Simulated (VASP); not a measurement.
# Si (Cmcm) in VASP: single point with PBE

Aim: the single point of Si with PBE.

Everything below comes from runs of VASP 6.6.1. Logs are shortened: lines on timing, memory, paths and dates and some standing lists are left out, and cuts for length are marked.

### 1 The cell of the first run

It takes space group Cmcm (No. 63, orthorhombic). Conventional cell: a = 3.829 Å, b = 10.705 Å, c = 12.673 Å, α = 90.00°, β = 90.00°, γ = 90.00°. Within 3.1 Å of Si (site symmetry m) lie 4 Si at 2.34 to 2.38 Å. Si (site symmetry m) has 4 Si at 2.35 to 2.38 Å within 3.1 Å. Si (site symmetry m) has 4 Si at 2.34 to 2.38 Å within 3.1 Å.

### 2 Single point, PBE

INCAR

```
SYSTEM = Si
PREC = Accurate
ENCUT = 520
EDIFF = 1E-6
ISMEAR = 0
SIGMA = 0.05
LREAL = .FALSE.
LASPH = .TRUE.
NELM = 100
ALGO = Normal
ISIF = 2
LWAVE = .FALSE.
LCHARG = .TRUE.
GGA = PE
LELF = .TRUE.
LVHAR = .TRUE.
NBANDS = 36
```

KPOINTS

```
regular mesh
0
G
  10 10 4
  0 0 0
```

POSCAR

```
Si
1.0
   -3.8288649500      0.0000000000      0.0000000000
    1.9144324750     -5.3526803600      0.0000000000
    0.0000000000      0.0000000000     12.6727301900
Si
12
Direct
    0.7572661800      0.5145323600      0.9451065600
    0.2427338200      0.4854676400      0.0548934400
    0.7572661800      0.5145323600      0.5548934400
    0.2427338200      0.4854676400      0.4451065600
    0.4286850600      0.8573701200      0.1572709100
    0.5713149400      0.1426298800      0.8427290900
    0.4286850600      0.8573701200      0.3427290900
    0.5713149400      0.1426298800      0.6572709100
    0.9712705900      0.9425411800      0.9093701000
    0.0287294100      0.0574588200      0.0906299000
    0.9712705900      0.9425411800      0.5906299000
    0.0287294100      0.0574588200      0.4093701000
```

Potentials or basis: VASP PAW PBE potentials, release 64 (Si).

Started as:

```sh
$ cat potpaw_PBE.64/Si/POTCAR > POTCAR
$ mpirun -np 1 vasp_std > vasp.out
```

OUTCAR:

```text
SYSTEM = Si
   PREC = Accurate
   ENCUT = 520
   EDIFF = 1E-6
   ISMEAR = 0
   LREAL = .FALSE.
   LASPH = .TRUE.
   NELM = 100
   ISIF = 2
   GGA = PE

 ion  position               nearest neighbor table
   1  0.757  0.515  0.945-   9 2.34   2 2.37   2 2.37   6 2.38
   2  0.243  0.485  0.055-  10 2.34   1 2.37   1 2.37   5 2.38
   3  0.757  0.515  0.555-  11 2.34   4 2.37   4 2.37   8 2.38
   4  0.243  0.485  0.445-  12 2.34   3 2.37   3 2.37   7 2.38
   5  0.429  0.857  0.157-   7 2.35  10 2.35  10 2.35   2 2.38
   6  0.571  0.143  0.843-   8 2.35   9 2.35   9 2.35   1 2.38
   7  0.429  0.857  0.343-   5 2.35  12 2.35  12 2.35   4 2.38
   8  0.571  0.143  0.657-   6 2.35  11 2.35  11 2.35   3 2.38
   9  0.971  0.943  0.909-   1 2.34   6 2.35   6 2.35  10 2.38
  10  0.029  0.057  0.091-   2 2.34   5 2.35   5 2.35   9 2.38
  11  0.971  0.943  0.591-   3 2.34   8 2.35   8 2.35  12 2.38
  12  0.029  0.057  0.409-   4 2.34   7 2.35   7 2.35  11 2.38

  LATTYP: Found a base centered orthorhombic cell.
 ALAT       =     3.8288649500
 B/A-ratio  =     2.7959619521
 C/A-ratio  =     3.3097877192

  Lattice vectors:

 A1 = (  -1.9144324750,   5.3526803600,   0.0000000000)
 A2 = (  -1.9144324750,  -5.3526803600,   0.0000000000)
 A3 = (   0.0000000000,   0.0000000000,  12.6727301900)

Analysis of symmetry for initial positions (statically):
=====================================================================
 Subroutine PRICEL returns:
 Original cell was already a primitive cell.

 Routine SETGRP: Setting up the symmetry group for a
 base centered orthorhombic supercell.

 Subroutine GETGRP returns: Found  8 space group operations
 (whereof  4 operations were pure point group operations)
 out of a pool of  8 trial point group operations.

The static configuration has the point symmetry C_2h.
 The point group associated with its full space group is D_2h.

Analysis of symmetry for dynamics (positions and initial velocities):
=====================================================================
 Subroutine PRICEL returns:
 Original cell was already a primitive cell.

 Routine SETGRP: Setting up the symmetry group for a
 base centered orthorhombic supercell.

 Subroutine GETGRP returns: Found  8 space group operations
 (whereof  4 operations were pure point group operations)
 out of a pool of  8 trial point group operations.

The dynamic configuration has the point symmetry C_2h.
 The point group associated with its full space group is D_2h.

 Subroutine INISYM returns: Found  8 space group operations
 (whereof  4 operations are pure point group operations),
 and found     1 'primitive' translations

----------------------------------------------------------------------------------------

                                     Primitive cell

  volume of cell :     259.7237

  direct lattice vectors                    reciprocal lattice vectors
    -3.828864950  0.000000000  0.000000000    -0.261174007 -0.093411145  0.000000000
     1.914432475 -5.352680360  0.000000000     0.000000000 -0.186822290  0.000000000
     0.000000000  0.000000000 12.672730190     0.000000000  0.000000000  0.078909594

  length of vectors
     3.828864950  5.684737350 12.672730190     0.277376105  0.186822290  0.078909594

  position of ions in fractional coordinates (direct lattice)
     0.757266180  0.514532360  0.945106560
     0.242733820  0.485467640  0.054893440
     0.757266180  0.514532360  0.554893440
     0.242733820  0.485467640  0.445106560
     0.428685060  0.857370120  0.157270910
     0.571314940  0.142629880  0.842729090
     0.428685060  0.857370120  0.342729090
     0.571314940  0.142629880  0.657270910
     0.971270590  0.942541180  0.909370100
     0.028729410  0.057458820  0.090629900
     0.971270590  0.942541180  0.590629900
     0.028729410  0.057458820  0.409370100

  ion indices of the primitive-cell ions
   primitive index   ion index
                 1           1
                 2           2
                 3           3
                 4           4
                 5           5
                 6           6
                 7           7
                 8           8
                 9           9
                10          10
                11          11
                12          12

----------------------------------------------------------------------------------------

 KPOINTS: regular mesh

Automatic generation of k-mesh.
 Grid dimensions read from file:
 generate k-points for:   10   10    4

 Generating k-lattice:

  Cartesian coordinates                     Fractional coordinates (reciprocal lattice)
    -0.026117401 -0.009341114  0.000000000     0.100000000  0.000000000  0.000000000
     0.000000000 -0.018682229  0.000000000     0.000000000  0.100000000  0.000000000
     0.000000000  0.000000000  0.019727399     0.000000000  0.000000000  0.250000000

  Length of vectors
     0.027737611  0.018682229  0.019727399

  Shift w.r.t. Gamma in fractional coordinates (k-lattice)
     0.000000000  0.000000000  0.000000000

 Subroutine IBZKPT returns following result:
 ===========================================

 Found     93 irreducible k-points:

 Following reciprocal coordinates:
            Coordinates               Weight
  0.000000  0.000000  0.000000      1.000000
  0.100000  0.000000  0.000000      4.000000
  0.200000  0.000000  0.000000      4.000000
  0.300000  0.000000  0.000000      4.000000
  0.400000  0.000000  0.000000      4.000000
  0.500000  0.000000  0.000000      2.000000
[... 16 lines left out ...]
  0.000000  0.300000  0.000000      2.000000
  0.100000  0.300000  0.000000      4.000000
 [... further k-points ...]
   k-points           NKPTS =     93   k-points in BZ     NKDIM =     93   number of bands    NBANDS=     36
   number of dos      NEDOS =    301   number of ions     NIONS =     12
   total plane-waves  NPLWV = 112896
   dimension x,y,z NGX =    28 NGY =   42 NGZ =   96
   dimension x,y,z NGXF=    56 NGYF=   84 NGZF=  192
   ions per type =              12
   NGX,Y,Z   is equivalent  to a cutoff of  12.16, 12.28, 12.59 a.u.
   NGXF,Y,Z  is equivalent  to a cutoff of  24.31, 24.57, 25.19 a.u.
 SYSTEM =  Si
   PREC   = accura    normal or accurate (medium, high low for compatibility)
   ISTART =      0    job   : 0-new  1-cont  2-samecut
   ICHARG =      2    charge: 1-file 2-atom 10-const
   ISPIN  =      1    spin polarized calculation?
   LNONCOLLINEAR =      F non collinear calculations
   LSORBIT =      F    spin-orbit coupling
   LASPH  =      T    aspherical Exc in radial PAW
   ENCUT  =  520.0 eV  38.22 Ry    6.18 a.u.   7.12 10.57 23.56*2*pi/ulx,y,z
   NELM   =    100;   NELMIN=  2; NELMDL= -5     # of ELM steps
   EDIFF  = 0.1E-05   stopping-criterion for ELM
   LREAL  =      F    real-space projection
   EDIFFG = 0.1E-04   stopping-criterion for IOM
   NSW    =      0    number of steps for IOM
   IBRION =     -1    ionic relax: 0-MD 1-quasi-New 2-CG
   NFREE  =      0    steps in history (QN), initial steepest desc. (CG)
   ISIF   =      2    stress and relaxation
   ISYM   =      2    0-nonsym 1-usesym 2-fastsym
   POTIM  = 0.5000    time-step for ionic-motion
   TEBEG  =    0.0;   TEEND  =   0.0 temperature during run
   PSTRESS=    0.0 pullay stress
   NELECT =      48.0000    total number of electrons
   NUPDOWN=      -1.0000    fix difference up-down
   EMIN   =  10.00;   EMAX   =-10.00  energy-range for DOS
   EFERMI =   0.00;   METHOD = LEGACY
   ISMEAR =     0;   SIGMA  =   0.05  broadening in eV -4-tet -1-fermi 0-gaus
   EFERMI_NEDOS =   21; number of points for ismear=-14 and -15
   IALGO  =     38    algorithm
   IMIX   =      4    mixing-type and parameters
     AMIX     =   0.40;   BMIX     =  1.00
     AMIX_MAG =   1.60;   BMIX_MAG =  1.00
  volume/ion in A,a.u.               =      21.64       146.06
  Fermi-wavevector in a.u.,A,eV,Ry     =   0.932505  1.762180 11.831170  0.869566
  Thomas-Fermi vector in A             =   2.059110
   LORBIT       =      0    0 simple, 1 ext, 2 COOP (PROOUT), +10 PAW based schemes
   GGA     = PE    functional components
   LHFCALC =     F    Hartree Fock is set to
   AEXX    =    0.0000 exact exchange contribution
   IVDW    =     0    specifies the selected vdW correction
   LEPSILON=     F    determine dielectric tensor
   LRPA    =     F    only Hartree local field effects (RPA)
 non-spin polarized calculation
 Gauss-broadening in eV      SIGMA  =   0.05
  energy-cutoff  :      520.00
  volume of cell :      259.72
 maximum number of plane-waves:      7022
   NGX = 15   NGY = 21   NGZ = 47

 number of electron      48.0000001 magnetization

 Free energy of the ion-electron system (eV)
  ---------------------------------------------------
  ext. energy  EPLUGINS =         0.00000000
  ---------------------------------------------------
  free energy    TOTEN  =       -63.99880584 eV

  energy without entropy =      -63.99880584  energy(sigma->0) =      -63.99880584

 E-fermi :   5.3835     XC(G=0):  -8.9164

 val. band max:        5.1488865719   @ k =   0.0000   0.5000   0.0000
 cond. band min:       5.6353917109   @ k =   0.0000   0.4000   0.0000
 fundamental gap:      0.4865051390
 Fermi energy:         5.3834852504

 k-point     1 :       0.0000    0.0000    0.0000
  band No.  band energies     occupation
      1      -6.9534      2.00000
      2      -6.6197      2.00000
      3      -5.3957      2.00000
      4      -4.0759      2.00000
      5      -3.5427      2.00000
      6      -2.7517      2.00000
[... 28 lines left out ...]
     35       8.7817      0.00000
     36       9.5093      0.00000

 k-point     2 :       0.1000    0.0000    0.0000
  band No.  band energies     occupation
      1      -6.8539      2.00000
      2      -6.5197      2.00000
      3      -5.3106      2.00000
      4      -3.9897      2.00000
      5      -3.4982      2.00000
      6      -2.7589      2.00000
[... 28 lines left out ...]
     35       9.0074      0.00000
     36       9.2287      0.00000
[... 817 lines left out ...]
     35       8.6693      0.00000
     36       8.7967      0.00000

 k-point    24 :       0.1000    0.3000    0.0000
  band No.  band energies     occupation
      1      -6.3541      2.00000
      2      -5.9575      2.00000
      3      -5.2933      2.00000
      4      -4.5926      2.00000
      5      -4.5792      2.00000
      6      -3.5852      2.00000
[... 28 lines left out ...]
     35       8.7196      0.00000
     36       8.9050      0.00000

 [... further k-points ...]
[... 5 lines left out ...]
  --------------------------------------------------------------------------------------
  -------------------------------------------------------------------------------------
  Total        2.1118628      2.0556129      2.0024764      0.0000000     -0.0000000      0.0000000
  in kB       13.0276094     12.6806166     12.3528294      0.0000000     -0.0000000      0.0000000
  external PRESSURE =      12.6870185 kB  Pullay stress =       0.0000000 kB

 VOLUME and BASIS-vectors are now :
 -----------------------------------------------------------------------------
  energy-cutoff  :      520.00
  volume of cell :      259.72
      direct lattice vectors                 reciprocal lattice vectors
    -3.828864950  0.000000000  0.000000000    -0.261174007 -0.093411145  0.000000000
     1.914432475 -5.352680360  0.000000000     0.000000000 -0.186822290  0.000000000
     0.000000000  0.000000000 12.672730190     0.000000000  0.000000000  0.078909594

 POSITION                                       TOTAL-FORCE (eV/Angst)
 -----------------------------------------------------------------------------------
     -1.91443     -2.75413     11.97708         0.000000      0.025493     -0.015189
      0.00000     -2.59855      0.69565         0.000000     -0.025493      0.015189
     -1.91443     -2.75413      7.03201         0.000000      0.025493      0.015189
      0.00000     -2.59855      5.64072         0.000000     -0.025493     -0.015189
      0.00000     -4.58923      1.99305         0.000000      0.011712      0.010316
     -1.91443     -0.76345     10.67968        -0.000000     -0.011712     -0.010316
      0.00000     -4.58923      4.34331         0.000000      0.011712     -0.010316
     -1.91443     -0.76345      8.32942        -0.000000     -0.011712      0.010316
     -1.91443     -5.04512     11.52420        -0.000000     -0.008454     -0.024444
      0.00000     -0.30756      1.14853         0.000000      0.008454      0.024444
     -1.91443     -5.04512      7.48489        -0.000000     -0.008454      0.024444
      0.00000     -0.30756      5.18784         0.000000      0.008454     -0.024444
 -----------------------------------------------------------------------------------
    total drift:                               -0.000000      0.000000      0.000000

  FREE ENERGIE OF THE ION-ELECTRON SYSTEM (eV)
  ---------------------------------------------------
  free  energy   TOTEN  =       -63.9988058419 eV

  energy  without entropy=      -63.9988058419  energy(sigma->0) =      -63.99880584
```

It took 6.5 min on 1 thread of Intel Xeon 6975P-C (Granite Rapids), shared host; peak memory 0.7 GiB.

What came out:

* Free energy: -63.9988 eV
* Pressure: 1.3 GPa
* Largest force: 0.030 eV/Å
* Band gap on the k mesh: 0.49 eV (least direct gap 0.57 eV)

Forces on the atoms (eV/Å):
```
Si   0.000  0.025 -0.015
Si   0.000 -0.025  0.015
Si   0.000  0.025  0.015
Si   0.000 -0.025 -0.015
Si   0.000  0.012  0.010
Si   0.000 -0.012 -0.010
Si   0.000  0.012 -0.010
Si   0.000 -0.012  0.010
Si   0.000 -0.008 -0.024
Si   0.000  0.008  0.024
Si   0.000 -0.008  0.024
Si   0.000  0.008 -0.024
```

Caveat: semilocal functionals underestimate gaps, and a narrow one can read as zero. A k mesh can miss the band edges.
